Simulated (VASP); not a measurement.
Y, 2 atoms in the cell. The structure is hexagonal, space group P6_3/mmc (No. 194). The conventional cell has a = 3.594 Å, b = 3.594 Å, c = 5.607 Å, α = 90.00°, β = 90.00°, γ = 120.00°. Y (site symmetry -6m2) has 12 Y at 3.49 to 3.59 Å within 4.6 Å. 

* Program: VASP 6.6.1
* Task: single point
* Functional: PBEsol
* Potentials or basis: VASP PAW PBE potentials, release 64 (Y_sv)
* Cutoff: 520 eV
* k mesh: 17 × 17 × 9
* Occupations: fermi-dirac, width 0.1 eV
* Spin: no spin polarisation
* Dipole correction: no
* Further INCAR settings: ALGO = Normal; EDIFF = 1e-07; NBANDS = 18

Potentials or basis: VASP PAW PBE potentials, release 64 (Y_sv).

Command:

```console
$ cat potpaw_PBE.64/Y_sv/POTCAR > POTCAR
$ mpirun -np 1 vasp_std > vasp.out
```

Hardware: 1 thread of Intel(R) Xeon(R) Platinum 8488C (Sapphire Rapids), on a shared host.

Q: How long does it take, and how much memory?

A: Run time: 100 s on 1 thread of Intel(R) Xeon(R) Platinum 8488C (Sapphire Rapids), with other jobs on the host, peak memory 0.31 GiB. Counts: scf iterations 15, k points 165.
